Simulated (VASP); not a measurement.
Input of a VASP 6.6.1 run:

INCAR

```
  PREC = Accurate
  ENCUT = 520
  EDIFF = 1E-7
  ISMEAR = 0
  SIGMA = 0.1
  LREAL = F
  LASPH = T
  NELM = 100
  ALGO = Fast
  ISIF = 2
  LWAVE = F
  LCHARG = F
  GGA = PE
  NBANDS = 39
```

The input KPOINTS:

```
Automatic mesh
0
Gamma
  10 10 6
```

File POSCAR:

```
YGaS
1.0
    4.2058758658      0.0000000000      0.0000000000
    0.0000000000      4.2058758658      0.0000000000
    0.0000000000      0.0000000000      7.7214075205
Y Ga S
2 2 2
Direct
    0.5000000000      0.5000000000      0.2500000000
    0.5000000000      0.5000000000      0.7500000000
    0.0000000000      0.0000000000      0.7500000000
    0.0000000000      0.0000000000      0.2500000000
    0.0000000000      0.5000000000      0.0000000000
    0.5000000000      0.0000000000      0.5000000000
```

Potentials or basis: VASP PAW PBE potentials, release 64 (Y_sv, Ga_d, S).

Command:

```sh
$ cat potpaw_PBE.64/Y_sv/POTCAR potpaw_PBE.64/Ga_d/POTCAR potpaw_PBE.64/S/POTCAR > POTCAR
$ mpirun -np 1 vasp_std > vasp.out
```

(1) Predict the band gap on the k mesh.

(2) Estimate the pressure.

## Answers

(1) zero (bands 30 and 31 overlap by 0.69 eV).

(2) 0.0 GPa.
